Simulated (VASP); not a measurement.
# Re (P6_3/mmc) in VASP: further runs, part 2 of 2

VASP 6.6.1. The steps go on from the part before.

### Step 4. Relaxation of cell and atoms, LDA, target pressure 60 GPa, at which the enthalpy is minimised

Contents of INCAR:

```
PREC = Accurate
ENCUT = 600
EDIFF = 1E-6
ISMEAR = -1
SIGMA = 0.1
LREAL = F
LASPH = T
NELM = 100
ALGO = Normal
ISIF = 3
LWAVE = F
LCHARG = F
IBRION = 2
NSW = 60
EDIFFG = -0.02
PSTRESS = 600.0
```

Contents of KPOINTS:

```
Automatic mesh
0
Gamma
  9 9 5
```

Contents of POSCAR:

```
Re
1.0
    2.7500000000      0.0000000000      0.0000000000
   -1.3750000000      2.3815698604      0.0000000000
    0.0000000000      0.0000000000      4.4907500000
Re
2
Direct
    0.3333333333      0.6666666667      0.2500000000
    0.6666666667      0.3333333333      0.7500000000
```

Potentials or basis: VASP PAW LDA potentials, release 64 (Re).

Run with:

```
$ cat potpaw_LDA.64/Re/POTCAR > POTCAR
$ mpirun -np 1 vasp_std > vasp.out
```

OUTCAR:

```text
PREC = Accurate
   ENCUT = 600
   EDIFF = 1E-6
   ISMEAR = -1
   LREAL = F
   LASPH = T
   NELM = 100
   ISIF = 3
   IBRION = 2
   NSW = 60
   EDIFFG = -0.02
   PSTRESS = 600.0

 ion  position               nearest neighbor table
   1  0.333  0.667  0.250-   2 2.75   2 2.75   2 2.75   2 2.75   2 2.75   2 2.75
   2  0.667  0.333  0.750-   1 2.75   1 2.75   1 2.75   1 2.75   1 2.75   1 2.75

  LATTYP: Found a hexagonal cell.
 ALAT       =     2.7500000000
 C/A-ratio  =     1.6330000000

  Lattice vectors:

 A1 = (   2.7500000000,   0.0000000000,   0.0000000000)
 A2 = (  -1.3750000000,   2.3815698604,   0.0000000000)
 A3 = (   0.0000000000,   0.0000000000,   4.4907500000)

Analysis of symmetry for initial positions (statically):
=====================================================================
 Subroutine PRICEL returns:
 Original cell was already a primitive cell.

[... 220 lines left out ...]
  band No.  band energies     occupation
      1       8.0227      2.00000
      2      18.8472      2.00000
      3      18.8472      2.00000
      4      19.3493      2.00000
      5      22.5217      2.00000
      6      23.3454      2.00000
      7      23.3454      2.00000
      8      25.5677      2.00000
      9      25.5677      2.00000
     10      36.3038      0.00000
     11      36.3061      0.00000
[... 549 lines left out ...]
--------------------------------------- Ionic step        8  -------------------------------------------

 number of electron      14.0000000 magnetization

 Free energy of the ion-electron system (eV)
  ---------------------------------------------------
  ext. energy  EPLUGINS =         0.00000000
  ---------------------------------------------------
  free energy    TOTEN  =       -27.03487899 eV

  energy without entropy =      -26.99022674  energy(sigma->0) =      -27.01255286

 E-fermi :   9.6803     XC(G=0): -14.5803

 val. band max:        9.6628326802   @ k =   0.3333   0.3333   0.0000
 cond. band min:       9.6977183537   @ k =   0.1111   0.1111   0.0000
 fundamental gap:      0.0348856735
 Fermi energy:         9.6803494393

 k-point     1 :       0.0000    0.0000    0.0000
  band No.  band energies     occupation
      1      -1.0554      2.00000
      2       1.9845      2.00000
      3       7.6335      2.00000
      4       7.6335      2.00000
      5       7.7118      2.00000
      6       8.6874      1.99990
      7       8.6874      1.99990
      8       9.7575      0.63237
      9       9.7575      0.63237
     10      10.8506      0.00002
     11      13.6482      0.00000
[... 355 lines left out ...]
  energy  without entropy=      -26.9902267416  energy(sigma->0) =      -27.01255286

  enthalpy is  TOTEN    =       -17.4068179029 eV   P V=        9.6280610845

 reached required accuracy - stopping structural energy minimisation
```

Run time: 1.9 min. Hardware: 1 thread of Intel Xeon Platinum 8124M at 3.00GHz (Skylake/Cascade Lake), shared host; peak memory 0.17 GiB.

Results:

```yaml
Free_energy: -27.0349 eV
Relaxed_volume: 12.85 Å³/atom
Relaxed_cell: a = 2.643 Å, b = 2.643 Å, c = 4.251 Å, α = 90.00°, β = 90.00°, γ = 120.00°
Space_group_after_relaxing_to_0.05_Å: P6_3/mmc (No. 194)
Energy_change_on_relaxing_the_enthalpy_is_what_falls: +248.7 meV/atom
Ionic_steps: 8
Pressure_after_relaxing: 60.0 GPa
Band_gap_on_the_k_mesh: zero (band 7 reaches 11.13 eV, above the bottom of band 8 at 7.71 eV)
```

Step by step:
| step | energy change (eV) | largest force (eV/Å) | pressure (GPa) | volume (Å³) |
| --- | --- | --- | --- | --- |
| 1 | 0.0000 | 0.0000 | -8.25 | 29.41 |
| 2 | 83.4259 | 0.0000 | 3008.40 | 9.98 |
| 3 | 0.0446 | 0.0000 | 18.32 | 27.65 |
| 4 | 0.1921 | 0.0000 | 35.56 | 26.76 |
| 5 | 0.5299 | 0.0000 | 61.95 | 25.63 |
| 6 | 0.5025 | 0.0000 | 60.11 | 25.71 |
| 7 | 0.5071 | 0.0000 | 60.13 | 25.71 |
| 8 | 0.4975 | 0.0000 | 60.01 | 25.71 |

Final structure:
```cif
data_structure
_symmetry_space_group_name_H-M 'P 1'
_symmetry_Int_Tables_number 1
_cell_length_a 2.6426
_cell_length_b 2.6426
_cell_length_c 4.2511
_cell_angle_alpha 90.000
_cell_angle_beta 90.000
_cell_angle_gamma 120.000
_cell_volume 25.71
loop_
_atom_site_label
_atom_site_type_symbol
_atom_site_fract_x
_atom_site_fract_y
_atom_site_fract_z
_atom_site_occupancy
Re1 Re 0.33333 0.66667 0.25000 1
Re2 Re 0.66667 0.33333 0.75000 1
```

Caveat: the cell is relaxed towards a set pressure, so the enthalpy falls and the energy may rise; spin-orbit coupling is left out, which moves the levels of the heavy elements.

### Step 5. Single point, LDA

This run uses another cell than the first one, of 13.20 Å³/atom, 0.898 times its volume.

Contents of INCAR:

```
SYSTEM = Re
PREC = Accurate ; ENCUT = 500
EDIFF = 1E-6 ; ISMEAR = -1
SIGMA = 0.1 ; LREAL = .False.
LASPH = .True. ; NELM = 120
ALGO = Normal ; ISIF = 2
LWAVE = .False. ; LCHARG = .True.
LELF = .True. ; LVHAR = .True.
NBANDS = 22 ; GGA_COMPAT = .False.
```

Contents of KPOINTS:

```
Automatic mesh
0
Gamma
  9 9 5
  0 0 0
```

Contents of POSCAR:

```
Re
1.0
    2.6663551634      0.0000000000      0.0000000000
   -1.3331775817      2.3091313070      0.0000000000
    0.0000000000      0.0000000000      4.2891422958
Re
2
Direct
    0.3333333333      0.6666666667      0.2500000000
    0.6666666667      0.3333333333      0.7500000000
```

Potentials or basis: VASP PAW LDA potentials, release 64 (Re_sv_GW).

Run with:

```
$ cat potpaw_LDA.64/Re_sv_GW/POTCAR > POTCAR
$ mpirun -np 1 vasp_std > vasp.out
```

It took 8.5 s on 1 thread of AMD EPYC 9R45 (Zen 5), shared host; peak memory 0.11 GiB.

It converged, with:

| Item | Value |
| --- | --- |
| Free energy | -30.4894 eV |
| Pressure | 39.3 GPa |
| Band gap on the k mesh | zero (band 15 reaches 16.14 eV, above the bottom of band 16 at 12.87 eV) |

Levels at points of the mesh, in eV from the Fermi level:
```
           k point  band 11  band 12  band 13  band 14  band 15  band 16  band 17  band 18  band 19  band 20
(0.00, 0.00, 0.00)    -1.94    -1.94    -1.87    -0.93    -0.93     0.09     0.09     1.11     3.82     3.82
```

Caveat: spin-orbit coupling is left out, which moves the levels of the heavy elements.

### Step 6. Single point, LDA

This run uses another cell than the first one, of 14.34 Å³/atom, 0.975 times its volume.

Contents of INCAR:

```
  ALGO = Normal
  EDIFF = 1E-6
  ENCUT = 500
  GGA_COMPAT = False
  ISIF = 2
  ISMEAR = -1
  LASPH = True
  LCHARG = True
  LELF = True
  LREAL = False
  LVHAR = True
  LWAVE = False
  NBANDS = 22
  NELM = 120
  PREC = Accurate
  SIGMA = 0.1
```

Contents of KPOINTS:

```
k-points
0
Gamma
  9 9 5
```

Contents of POSCAR:

```
Re
1.0
    2.7415218335      0.0000000000      0.0000000000
   -1.3707609167      2.3742275528      0.0000000000
    0.0000000000      0.0000000000      4.4064100891
Re
2
Direct
    0.3333333333      0.6666666667      0.2500000000
    0.6666666667      0.3333333333      0.7500000000
```

Potentials or basis: VASP PAW LDA potentials, release 64 (Re_sv_GW).

Run with:

```
$ cat potpaw_LDA.64/Re_sv_GW/POTCAR > POTCAR
$ mpirun -np 1 vasp_std > vasp.out
```

Wall time 15 s (1 thread of Intel Xeon 6975P-C (Granite Rapids), shared host); peak memory 0.14 GiB.

The run converged. Its results:

```
Free energy            : -30.7762 eV
Pressure               : -0.9 GPa
Band gap on the k mesh : zero (band 15 reaches 14.52 eV, above the bottom of band 16 at 11.61 eV)
```

Levels at points of the mesh, in eV from the Fermi level:
```tsv
k point	band 13	band 14	band 15	band 16	band 17	band 18
(0.00, 0.00, 0.00)	-1.59	-0.78	-0.78	0.13	0.13	0.88
```

Caveat: spin-orbit coupling is left out, which moves the levels of the heavy elements.

### Step 7. The runs side by side

```tsv
task	potentials or basis	cell	cutoff (eV)	second run	gap on the mesh (eV)	pressure (GPa)
relaxation of cell and atoms	VASP PAW LDA potentials, release 64 (Re)	relaxed to 20 GPa from a = 2.750, b = 2.750, c = 4.491 Å, angles 90.0, 90.0, 120.0°, 2 atoms	600	-	none	20.1
relaxation of cell and atoms	VASP PAW LDA potentials, release 64 (Re)	relaxed to 40 GPa from a = 2.750, b = 2.750, c = 4.491 Å, angles 90.0, 90.0, 120.0°, 2 atoms	600	-	none	40.0
relaxation of cell and atoms	VASP PAW LDA potentials, release 64 (Re)	relaxed to 60 GPa from a = 2.750, b = 2.750, c = 4.491 Å, angles 90.0, 90.0, 120.0°, 2 atoms	600	-	none	60.0
single point	VASP PAW LDA potentials, release 64 (Re_sv_GW)	a = 2.666, b = 2.666, c = 4.289 Å, angles 90.0, 90.0, 120.0°, 2 atoms	500	valence_matched	none	39.3
single point	VASP PAW LDA potentials, release 64 (Re_sv_GW)	a = 2.742, b = 2.742, c = 4.406 Å, angles 90.0, 90.0, 120.0°, 2 atoms	500	valence_matched	none	-0.9
```

Alike in all rows: level LDA; no spin polarisation; k mesh 9 × 9 × 5; smearing fermi-dirac 0.1 eV.

Caveats: spin-orbit coupling is left out, which moves the levels of the heavy elements; the cell is relaxed towards a set pressure, so the enthalpy falls and the energy may rise (some runs).

Absolute energies hang on the potentials; compare differences alone.
